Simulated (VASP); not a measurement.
# CS2 in VASP: further runs

Runs on CS2. Level: PBE+D3(BJ). Tasks: single point.

Everything below comes from runs of VASP 6.6.1. Logs are shortened: lines on timing, memory, paths and dates and some standing lists are left out, and cuts for length are marked.

**1. The cell of the first run**

The cell holds an amorphous packing of atoms, 24 atoms: a = 9.283 Å, b = 9.283 Å, c = 9.283 Å, α = 90.00°, β = 90.00°, γ = 90.00°.

**2. Single point, PBE+D3(BJ)**

Input file INCAR:

```
SYSTEM = CS2
PREC     = Accurate       ! precision mode
ENCUT    = 520            ! plane-wave cutoff, eV
EDIFF    = 1E-6           ! SCF threshold, eV
ISMEAR   = -1             ! smearing method
SIGMA    = 0.02           ! smearing width, eV
LREAL    = Auto         
LASPH    = .TRUE.         ! aspherical terms in the spheres
NELM     = 80             ! most SCF steps
ALGO     = Normal         ! electronic algorithm
ISIF     = 2              ! what is computed and relaxed
LWAVE    = .FALSE.        ! write WAVECAR
LCHARG   = .TRUE.         ! write CHGCAR
GGA      = PE             ! functional
IVDW     = 12             ! dispersion correction
LELF     = .TRUE.         ! ELF
LVHAR    = .TRUE.       
NBANDS   = 82             ! bands
```

Input file KPOINTS:

```
Automatic mesh
0
G
  1 1 1
  0 0 0
```

Input file POSCAR:

```
CS2
1.0
    9.2831780000      0.0000000000      0.0000000000
    0.0000000000      9.2831780000      0.0000000000
    0.0000000000      0.0000000000      9.2831780000
S C
16 8
Direct
    0.5048271185      0.2267003821      0.7034444454
    0.6894837091      0.1563257755      0.4270304846
    0.8811314401      0.5344182779      0.4810744769
    0.9466801132      0.3654028825      0.7661815814
    0.3213339225      0.9545330274      0.3488675969
    0.4936348307      0.8605889061      0.0692327563
    0.9758834744      0.9127800846      0.2363953379
    0.7767059944      1.1237315497      0.0710424814
    0.4774765711      0.6992648423      0.5757834224
    0.2816600091      0.4738032600      0.4174109341
    0.9772946291      0.4664027772      0.1055242073
    0.6419353372      0.4740617922      0.0247005928
    0.2253323162      0.1383685630      0.9367266253
    0.1263360457      0.0970572793      0.6209080554
   -0.2111022755      0.7675496473      0.8005017247
    0.1239230789      0.7803685333      0.8570664055
    0.5883222319      0.1953102698      0.5651189711
    0.9129524393      0.4535838912      0.6250876586
    0.4098380964      0.9135987697      0.2094864496
    0.8694113158      1.0177441389      0.1550977478
    0.3935397985      0.5774315649      0.4951644792
    0.8071158390      0.4704423421      0.0683063494
    0.1799706954      0.1220379486      0.7791189612
   -0.0441551374      0.7765659562      0.8268612322
```

Potentials or basis: VASP PAW PBE potentials, release 64 (S, C).

Launch:

```console
cat potpaw_PBE.64/S/POTCAR potpaw_PBE.64/C/POTCAR > POTCAR
mpirun -np 1 vasp_gam > vasp.out
```

OUTCAR:

```text
SYSTEM = CS2
   PREC = Accurate
   ENCUT = 520
   EDIFF = 1E-6
   ISMEAR = -1
   LREAL = Auto
   LASPH = .TRUE.
   NELM = 80
   ISIF = 2
   GGA = PE
   IVDW = 12
 IVDW          = 12

 ion  position               nearest neighbor table
   1  0.505  0.227  0.703-  17 1.53
   2  0.689  0.156  0.427-  17 1.63
   3  0.881  0.534  0.481-  18 1.56
   4  0.947  0.365  0.766-  18 1.58
   5  0.321  0.955  0.349-  19 1.58
   6  0.494  0.861  0.069-  19 1.59
[... 8 lines left out ...]
  15  0.789  0.768  0.801-  24 1.57
  16  0.124  0.780  0.857-  24 1.59
  17  0.588  0.195  0.565-   1 1.53   2 1.63
  18  0.913  0.454  0.625-   3 1.56   4 1.58
  19  0.410  0.914  0.209-   5 1.58   6 1.59
  20  0.869  0.018  0.155-   8 1.52   7 1.58
  21  0.394  0.577  0.495-   9 1.56  10 1.59
  22  0.807  0.470  0.068-  12 1.59  11 1.62
  23  0.180  0.122  0.779-  13 1.53  14 1.57
  24  0.956  0.777  0.827-  15 1.57  16 1.59

  LATTYP: Found a simple cubic cell.
 ALAT       =     9.2831780000

  Lattice vectors:

 A1 = (   9.2831780000,   0.0000000000,   0.0000000000)
 A2 = (   0.0000000000,   9.2831780000,   0.0000000000)
 A3 = (   0.0000000000,   0.0000000000,   9.2831780000)

Analysis of symmetry for initial positions (statically):
=====================================================================
 Subroutine PRICEL returns:
 Original cell was already a primitive cell.

 Routine SETGRP: Setting up the symmetry group for a
 simple cubic supercell.

 Subroutine GETGRP returns: Found  1 space group operations
 (whereof  1 operations were pure point group operations)
 out of a pool of 48 trial point group operations.

The static configuration has the point symmetry C_1 .

Analysis of symmetry for dynamics (positions and initial velocities):
=====================================================================
 Subroutine PRICEL returns:
 Original cell was already a primitive cell.

 Routine SETGRP: Setting up the symmetry group for a
 simple cubic supercell.

 Subroutine GETGRP returns: Found  1 space group operations
 (whereof  1 operations were pure point group operations)
 out of a pool of 48 trial point group operations.

The dynamic configuration has the point symmetry C_1 .

 Subroutine INISYM returns: Found  1 space group operations
 (whereof  1 operations are pure point group operations),
 and found     1 'primitive' translations

----------------------------------------------------------------------------------------

                                     Primitive cell

  volume of cell :     800.0001

  direct lattice vectors                    reciprocal lattice vectors
     9.283178000  0.000000000  0.000000000     0.107721731  0.000000000  0.000000000
     0.000000000  9.283178000  0.000000000     0.000000000  0.107721731  0.000000000
     0.000000000  0.000000000  9.283178000     0.000000000  0.000000000  0.107721731

  length of vectors
     9.283178000  9.283178000  9.283178000     0.107721731  0.107721731  0.107721731

  position of ions in fractional coordinates (direct lattice)
     0.504827119  0.226700382  0.703444445
     0.689483709  0.156325776  0.427030485
     0.881131440  0.534418278  0.481074477
     0.946680113  0.365402882  0.766181581
     0.321333923  0.954533027  0.348867597
     0.493634831  0.860588906  0.069232756
[... 16 lines left out ...]
     0.179970695  0.122037949  0.779118961
     0.955844863  0.776565956  0.826861232

  ion indices of the primitive-cell ions
   primitive index   ion index
                 1           1
                 2           2
                 3           3
                 4           4
                 5           5
                 6           6
[... 16 lines left out ...]
                23          23
                24          24

----------------------------------------------------------------------------------------

 KPOINTS: Automatic mesh

Automatic generation of k-mesh.
 Grid dimensions read from file:
 generate k-points for:    1    1    1

 Generating k-lattice:

  Cartesian coordinates                     Fractional coordinates (reciprocal lattice)
     0.107721731  0.000000000  0.000000000     1.000000000  0.000000000  0.000000000
     0.000000000  0.107721731  0.000000000     0.000000000  1.000000000  0.000000000
     0.000000000  0.000000000  0.107721731     0.000000000  0.000000000  1.000000000

  Length of vectors
     0.107721731  0.107721731  0.107721731

  Shift w.r.t. Gamma in fractional coordinates (k-lattice)
     0.000000000  0.000000000  0.000000000

 Subroutine IBZKPT returns following result:
 ===========================================

 Found      1 irreducible k-points:

 Following reciprocal coordinates:
            Coordinates               Weight
  0.000000  0.000000  0.000000      1.000000
   k-points           NKPTS =      1   k-points in BZ     NKDIM =      1   number of bands    NBANDS=     82
   number of dos      NEDOS =    301   number of ions     NIONS =     24
   total plane-waves  NPLWV = 343000
   dimension x,y,z NGX =    70 NGY =   70 NGZ =   70
   dimension x,y,z NGXF=   140 NGYF=  140 NGZF=  140
   ions per type =              16   8
   NGX,Y,Z   is equivalent  to a cutoff of  12.54, 12.54, 12.54 a.u.
   NGXF,Y,Z  is equivalent  to a cutoff of  25.07, 25.07, 25.07 a.u.
 SYSTEM =  CS2
   PREC   = accura    normal or accurate (medium, high low for compatibility)
   ISTART =      0    job   : 0-new  1-cont  2-samecut
   ICHARG =      2    charge: 1-file 2-atom 10-const
   ISPIN  =      1    spin polarized calculation?
   LNONCOLLINEAR =      F non collinear calculations
   LSORBIT =      F    spin-orbit coupling
   LASPH  =      T    aspherical Exc in radial PAW
   ENCUT  =  520.0 eV  38.22 Ry    6.18 a.u.  17.26 17.26 17.26*2*pi/ulx,y,z
   NELM   =     80;   NELMIN=  2; NELMDL= -5     # of ELM steps
   EDIFF  = 0.1E-05   stopping-criterion for ELM
   LREAL  =      T    real-space projection
   EDIFFG = 0.1E-04   stopping-criterion for IOM
   NSW    =      0    number of steps for IOM
   IBRION =     -1    ionic relax: 0-MD 1-quasi-New 2-CG
   NFREE  =      0    steps in history (QN), initial steepest desc. (CG)
   ISIF   =      2    stress and relaxation
   ISYM   =      2    0-nonsym 1-usesym 2-fastsym
   POTIM  = 0.5000    time-step for ionic-motion
   TEBEG  =    0.0;   TEEND  =   0.0 temperature during run
   PSTRESS=    0.0 pullay stress
   NELECT =     128.0000    total number of electrons
   NUPDOWN=      -1.0000    fix difference up-down
   EMIN   =  10.00;   EMAX   =-10.00  energy-range for DOS
   EFERMI =   0.00;   METHOD = LEGACY
   ISMEAR =    -1;   SIGMA  =   0.02  broadening in eV -4-tet -1-fermi 0-gaus
   EFERMI_NEDOS =   21; number of points for ismear=-14 and -15
   IALGO  =     38    algorithm
   IMIX   =      4    mixing-type and parameters
     AMIX     =   0.40;   BMIX     =  1.00
     AMIX_MAG =   1.60;   BMIX_MAG =  1.00
  volume/ion in A,a.u.               =      33.33       224.94
  Fermi-wavevector in a.u.,A,eV,Ry     =   0.888754  1.679501 10.747015  0.789883
  Thomas-Fermi vector in A             =   2.010225
   LORBIT       =      0    0 simple, 1 ext, 2 COOP (PROOUT), +10 PAW based schemes
   GGA     = PE    functional components
   LHFCALC =     F    Hartree Fock is set to
   AEXX    =    0.0000 exact exchange contribution
   IVDW    =    12    specifies the selected vdW correction
   LEPSILON=     F    determine dielectric tensor
   LRPA    =     F    only Hartree local field effects (RPA)
 non-spin polarized calculation
  energy-cutoff  :      520.00
  volume of cell :      800.00
 maximum number of plane-waves:     10780
 NGX is ok and might be reduce to    70
   NGX = 35   NGY = 35   NGZ = 35

 number of electron     127.9999993 magnetization

 Free energy of the ion-electron system (eV)
  ---------------------------------------------------
  ext. energy  EPLUGINS =         0.00000000
  ---------------------------------------------------
  free energy    TOTEN  =      -132.16740072 eV

  energy without entropy =     -132.16740072  energy(sigma->0) =     -132.16740072

 E-fermi :  -1.0545     XC(G=0):  -6.4312

 val. band max:       -1.5648978083   @ k =   0.0000   0.0000   0.0000
 cond. band min:       1.2169096993   @ k =   0.0000   0.0000   0.0000
 fundamental gap:      2.7818075077
 Fermi energy:        -1.0545363553

 k-point     1 :       0.0000    0.0000    0.0000
  band No.  band energies     occupation
      1     -16.8625      2.00000
      2     -16.7233      2.00000
      3     -16.5195      2.00000
      4     -16.4885      2.00000
      5     -16.4593      2.00000
      6     -16.4449      2.00000
[... 68 lines left out ...]
     75       1.9550      0.00000
     76       1.9942      0.00000
 [bands above 76 left out]

------------------------ aborting loop because EDIFF is reached ----------------------------------------

 Edisp (eV)   -2.92841

 E8    (eV) :    -0.9879

  FORCE on cell =-STRESS in cart. coord.  units (eV):
  Direction    XX          YY          ZZ          XY          YZ          ZX
  --------------------------------------------------------------------------------------
  -------------------------------------------------------------------------------------
  Total     -12.88064    -0.59170    -5.96291    -0.57515    -1.57514    -0.42774
  in kB     -25.79634    -1.18502   -11.94205    -1.15186    -3.15457    -0.85665
  external pressure =      -12.97 kB  Pullay stress =        0.00 kB

 VOLUME and BASIS-vectors are now :
 -----------------------------------------------------------------------------
  energy-cutoff  :      520.00
  volume of cell :      800.00
      direct lattice vectors                 reciprocal lattice vectors
     9.283178000  0.000000000  0.000000000     0.107721731  0.000000000  0.000000000
     0.000000000  9.283178000  0.000000000     0.000000000  0.107721731  0.000000000
     0.000000000  0.000000000  9.283178000     0.000000000  0.000000000  0.107721731

 POSITION                                       TOTAL-FORCE (eV/Angst)
 -----------------------------------------------------------------------------------
      4.68640      2.10450      6.53020        -0.637356      0.326138      0.868605
      6.40060      1.45120      3.96420        -1.777246      0.689223      2.207114
      8.17970      4.96110      4.46590         0.041480      0.033964      0.230366
      8.78820      3.39210      7.11260        -0.351924      0.813252     -1.000262
      2.98300      8.86110      3.23860         0.788345     -0.094457     -1.071098
      4.58250      7.98900      0.64270        -0.734045      0.563119      1.402389
[... 16 lines left out ...]
      1.67070      1.13290      7.23270        -0.617980     -0.466161     -1.702007
      8.87328      7.20900      7.67590         0.589306     -0.113352      0.240884
 -----------------------------------------------------------------------------------
    total drift:                               -0.007240      0.003940     -0.027049

  FREE ENERGIE OF THE ION-ELECTRON SYSTEM (eV)
  ---------------------------------------------------
  free  energy   TOTEN  =      -135.0958126975 eV

  energy  without entropy=     -135.0958126975  energy(sigma->0) =     -135.09581270
```

Run time: 2.2 min. Hardware: 1 thread of Intel Xeon Platinum 8488C (Sapphire Rapids), shared host; peak memory 0.64 GiB.

What came out:

* Free energy: -135.0958 eV
* Pressure: -1.3 GPa
* Largest force: 4.045 eV/Å
* Band gap on the k mesh: 2.78 eV
* Dispersion energy per atom: -0.122 eV

Forces on the atoms (eV/Å):
```
S   -0.637  0.326  0.869
S   -1.777  0.689  2.207
S    0.041  0.034  0.230
S   -0.352  0.813 -1.000
S    0.788 -0.094 -1.071
S   -0.734  0.563  1.402
S   -0.762  0.442 -0.347
S   -0.904  0.913 -0.844
S    0.174 -0.598 -0.230
S    1.182  0.611  0.566
S   -2.578  0.132 -0.294
S    1.414  0.004  0.550
S    0.339  0.306  1.233
S    0.293  0.087  0.485
S    0.869  0.225  0.098
S   -1.428 -0.183 -0.289
C    2.595 -0.950 -2.954
C    0.147 -0.615  0.528
C    0.026 -0.536 -0.395
C    1.678 -1.528  0.943
C   -1.337 -0.118 -0.312
C    0.990  0.056  0.084
C   -0.618 -0.466 -1.702
C    0.589 -0.113  0.241
```

Stress tensor (GPa, compression positive):
```
-2.58 -0.12 -0.09
-0.12 -0.12 -0.32
-0.09 -0.32 -1.19
```

Caveat: the k points lie up to 0.68 Å⁻¹ apart.

[end of part 1 of 2]
